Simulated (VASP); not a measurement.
# CaSe (Pm-3m) in VASP: settings compared, part 2 of 2

VASP 6.6.1. Earlier steps stand in the parts before.

## (3) Single point, r2SCAN (strain +0.3%)

POSCAR reads:

```
CaSe
1.0
    3.6475066661      0.0000000000      0.0000000000
    0.0000000000      3.6475066661      0.0000000000
    0.0000000000      0.0000000000      3.6475066661
Ca Se
1 1
Direct
    0.0000000000      0.0000000000      0.0000000000
    0.5000000000      0.5000000000      0.5000000000
```

INCAR.step1 reads:

```
SYSTEM = CaSe
ALGO = Normal
EDIFF = 1E-4
ENCUT = 520
GGA = PE
ISMEAR = 0
LASPH = .TRUE.
LCHARG = .FALSE.
LREAL = .FALSE.
LWAVE = .TRUE.
NBANDS = 15
NELM = 60
PREC = Accurate
SIGMA = 0.01
```

INCAR.step2 reads:

```
SYSTEM = CaSe
ALGO = Normal
EDIFF = 1E-7
ENCUT = 520
ISIF = 2
ISMEAR = 0
ISTART = 1
LASPH = .TRUE.
LCHARG = .FALSE.
LMIXTAU = .TRUE.
LREAL = .FALSE.
LWAVE = .FALSE.
METAGGA = R2SCAN
NBANDS = 15
NELM = 60
PREC = Accurate
SIGMA = 0.01
```

KPOINTS reads:

```
k-points
0
G
  8 8 8
  0 0 0
```

Potentials or basis: VASP PAW PBE potentials, release 64 (Ca_sv, Se).

Started as:

```bash
$ cat potpaw_PBE.64/Ca_sv/POTCAR potpaw_PBE.64/Se/POTCAR > POTCAR
$ cp INCAR.step1 INCAR
$ mpirun -np 1 vasp_std > vasp.out
$ cp INCAR.step2 INCAR
$ mpirun -np 1 vasp_std > vasp.out
```

OUTCAR:

```text
SYSTEM = CaSe
   EDIFF = 1E-7
   ENCUT = 520
   ISIF = 2
   ISMEAR = 0
   ISTART = 1
   LASPH = .TRUE.
   LREAL = .FALSE.
   METAGGA = R2SCAN
   NELM = 60
   PREC = Accurate

 ion  position               nearest neighbor table
   1  0.000  0.000  0.000-
   2  0.500  0.500  0.500-

  LATTYP: Found a simple cubic cell.
 ALAT       =     3.6475066661

  Lattice vectors:

 A1 = (   3.6475066661,   0.0000000000,   0.0000000000)
 A2 = (   0.0000000000,   3.6475066661,   0.0000000000)
 A3 = (   0.0000000000,   0.0000000000,   3.6475066661)

Analysis of symmetry for initial positions (statically):
=====================================================================
 Subroutine PRICEL returns:
 Original cell was already a primitive cell.

 Routine SETGRP: Setting up the symmetry group for a
 simple cubic supercell.

 Subroutine GETGRP returns: Found 48 space group operations
 (whereof 48 operations were pure point group operations)
 out of a pool of 48 trial point group operations.

The static configuration has the point symmetry O_h .

Analysis of symmetry for dynamics (positions and initial velocities):
[... 174 lines left out ...]
      6       3.0932      2.00000
      7       3.0932      2.00000
      8       3.0932      2.00000
      9       5.5247      0.00000
     10       5.5247      0.00000
     11       6.8005      0.00000
     12       8.8202      0.00000
     13       8.8202      0.00000
     14       8.8202      0.00000
[... 401 lines left out ...]
      2     -19.2362      2.00000
      3     -19.2095      2.00000
      4     -19.0944      2.00000
      5      -8.3637      2.00000
      6       0.1530      2.00000
      7       0.6627      2.00000
      8       2.9959      2.00000
      9       5.8452      0.00000
     10       7.6341      0.00000
     11       7.6849      0.00000
     12       8.6408      0.00000
     13       9.5626      0.00000
     14      10.6843      0.00000
     15      12.6942      0.00000

 [... further k-points ...]

------------------------ aborting loop because EDIFF is reached ----------------------------------------

  FORCE on cell =-STRESS in cart. coord.  units (eV):
  Direction    XX          YY          ZZ          XY          YZ          ZX
  --------------------------------------------------------------------------------------
  -------------------------------------------------------------------------------------
  Total       -0.1226637     -0.1226637     -0.1226637     -0.0000000      0.0000000     -0.0000000
  in kB       -4.0498434     -4.0498434     -4.0498434     -0.0000000      0.0000000     -0.0000000
  external PRESSURE =      -4.0498434 kB  Pullay stress =       0.0000000 kB

 VOLUME and BASIS-vectors are now :
 -----------------------------------------------------------------------------
  energy-cutoff  :      520.00
  volume of cell :       48.53
      direct lattice vectors                 reciprocal lattice vectors
     3.647506666  0.000000000  0.000000000     0.274159883  0.000000000  0.000000000
     0.000000000  3.647506666  0.000000000     0.000000000  0.274159883  0.000000000
     0.000000000  0.000000000  3.647506666     0.000000000  0.000000000  0.274159883

 POSITION                                       TOTAL-FORCE (eV/Angst)
 -----------------------------------------------------------------------------------
      0.00000      0.00000      0.00000         0.000000      0.000000      0.000000
      1.82375      1.82375      1.82375         0.000000      0.000000      0.000000
 -----------------------------------------------------------------------------------
    total drift:                               -0.000000      0.000000      0.000000

  FREE ENERGIE OF THE ION-ELECTRON SYSTEM (eV)
  ---------------------------------------------------
  free  energy   TOTEN  =       -25.2254149598 eV

  energy  without entropy=      -25.2254149598  energy(sigma->0) =      -25.22541496
```

OUTCAR.step1:

```text
SYSTEM = CaSe
   EDIFF = 1E-4
   ENCUT = 520
   GGA = PE
   ISMEAR = 0
   LASPH = .TRUE.
   LREAL = .FALSE.
[... 653 lines left out ...]
      0.00000      0.00000      0.00000         0.000000      0.000000      0.000000
      1.82375      1.82375      1.82375         0.000000      0.000000      0.000000
 -----------------------------------------------------------------------------------
    total drift:                               -0.000000      0.000000      0.000000

  FREE ENERGIE OF THE ION-ELECTRON SYSTEM (eV)
  ---------------------------------------------------
  free  energy   TOTEN  =        -8.8026526139 eV

  energy  without entropy=       -8.8026526139  energy(sigma->0) =       -8.80265261
```

OSZICAR.step1:

```text
N       E                     dE             d eps       ncg     rms          rms(c)
DAV:   1     0.109193837253E+03    0.10919E+03   -0.76089E+03  1050   0.996E+02
DAV:   2    -0.425317935687E+01   -0.11345E+03   -0.10683E+03  1267   0.249E+02
DAV:   3    -0.877280913408E+01   -0.45196E+01   -0.44413E+01  1433   0.465E+01
DAV:   4    -0.896167429179E+01   -0.18887E+00   -0.18882E+00  1425   0.811E+00
DAV:   5    -0.896374220478E+01   -0.20679E-02   -0.20678E-02  1388   0.787E-01    0.448E+00
DAV:   6    -0.881343848787E+01    0.15030E+00   -0.15679E-01  1213   0.246E+00    0.259E+00
DAV:   7    -0.880064755119E+01    0.12791E-01   -0.80374E-02  1354   0.193E+00    0.847E-01
DAV:   8    -0.880266687929E+01   -0.20193E-02   -0.16873E-02  1123   0.907E-01    0.132E-01
DAV:   9    -0.880255741401E+01    0.10947E-03   -0.91677E-04  1369   0.291E-01    0.596E-02
DAV:  10    -0.880265261387E+01   -0.95200E-04   -0.25357E-04  1127   0.112E-01
   1 F= -.88026526E+01 E0= -.88026526E+01  d E =-.365304E-24
```

It took 2.6 min on 1 thread of Intel Xeon 8259CL, shared host; peak memory 0.18 GiB.

Results:

| Quantity | Value |
| --- | --- |
| Free energy | -25.2254 eV |
| Pressure | -0.4 GPa |
| Band gap on the k mesh | 1.26 eV |

Levels at points of the mesh, in eV from the valence-band top:
```tsv
k point	band 5	band 6	band 7	band 8	band 9	band 10	band 11	band 12
(0.00, 0.00, 0.00)	-13.43	-0.88	-0.88	-0.88	1.56	1.56	2.83	4.85
(0.50, 0.00, 0.00)	-12.68	-4.90	-1.02	-1.02	2.51	5.12	5.25	5.32
(0.50, 0.50, 0.00)	-12.35	-3.59	-3.59	0.00	1.26	3.47	3.63	3.63
(0.50, 0.50, 0.50)	-11.76	-3.71	-3.71	-3.71	4.38	4.38	4.38	5.88
```

Caveat: the cell differs from its parent crystal (strain +0.3%); the structure was generated, so it needn't be the stable form of CaSe; the PAW data sets were made with another functional, which shifts forces and pressure a little.
